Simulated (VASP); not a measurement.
Input of a VASP 6.6.1 run:

Contents of INCAR:

```
SYSTEM = HfPbO3
ALGO = Normal ; EDIFF = 1E-7
EDIFFG = -0.03 ; ENCUT = 600
IBRION = 2 ; ISIF = 3
ISMEAR = 0 ; LASPH = .True.
LCHARG = .False. ; LREAL = .False.
LWAVE = .False. ; NELM = 80
NSW = 60 ; PREC = Accurate
SIGMA = 0.01
```

The input KPOINTS:

```
k-points
0
Gamma
  3 3 3
  0 0 0
```

POSCAR

```
HfPbO3
1.0
    4.1554810000      0.0000000000      0.0000000000
    0.0000000000      4.1554810000      0.0000000000
    0.0000000000      0.0000000000      4.1554810000
Hf Pb O
1 1 3
Direct
    0.5000000000      0.5000000000      0.5000000000
    0.0000000000      0.0000000000      0.0000000000
    0.0000000000      0.5000000000      0.5000000000
    0.5000000000      0.0000000000      0.5000000000
    0.5000000000      0.5000000000      0.0000000000
```

Potentials or basis: VASP PAW LDA potentials, release 64 (Hf_pv, Pb_d, O).

Command:

```console
$ cat potpaw_LDA.64/Hf_pv/POTCAR potpaw_LDA.64/Pb_d/POTCAR potpaw_LDA.64/O/POTCAR > POTCAR
$ mpirun -np 1 vasp_std > vasp.out
```

Predict the relaxed cell.

a = 4.076 Å, b = 4.076 Å, c = 4.076 Å, α = 90.00°, β = 90.00°, γ = 90.00°.

Estimate the band gap on the k mesh.

3.84 eV, indirect (least direct gap 3.98 eV).

What does it give for the relaxed volume?

13.55 Å³/atom.

Final structure:
```xyz
5
Lattice="4.0763 0.0000 0.0000 0.0000 4.0763 0.0000 0.0000 0.0000 4.0763" Properties=species:S:1:pos:R:3 pbc="T T T"
Hf    2.0382    2.0382    2.0382
Pb    0.0000    0.0000    0.0000
O     0.0000    2.0382    2.0382
O     2.0382    0.0000    2.0382
O     2.0382    2.0382    0.0000
```

Caveat: the k points lie up to 0.51 Å⁻¹ apart in the final cell; spin-orbit coupling is left out, which moves the levels of the heavy elements. A k mesh can miss the band edges.
